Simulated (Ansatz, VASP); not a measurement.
## SnTe: VASP beside Ansatz

```
Sn Te
1.0
     0.00000    3.12493    3.15650
     3.12493    0.00000    3.15650
     3.12493    3.12493    0.00000
Sn Te
1 1
Direct
  0.00000 0.00000 0.00000
  0.50000 0.50000 0.50000
```

Change from the starting cell: equal xx and yy strain of -1 %.

Alike in both runs: task single point; functional PBEsol; k mesh 11 × 11 × 11; occupations fermi-dirac, width 0.08 eV; no spin polarisation.

```csv
,VASP,Ansatz
version,VASP 6.6.1,Ansatz 0.2.0
potentials or method,"VASP PAW PBE potentials, release 64 (Sn_d, Te), cutoff 520 eV","all-electron LAPW, scalar-relativistic"
```

|  | VASP | Ansatz | Ansatz less VASP |
| --- | --- | --- | --- |
| pressure (GPa) | 0.4 | 0.4 | 0.00 |
| traceless stress, the component that is largest in VASP (GPa) | -0.91 | -0.91 | +0.003 |

VASP's potentials were made for PBE, not for PBEsol. Ansatz ran all-electron here, and VASP with PAW potentials.

Spin-orbit coupling is off throughout.
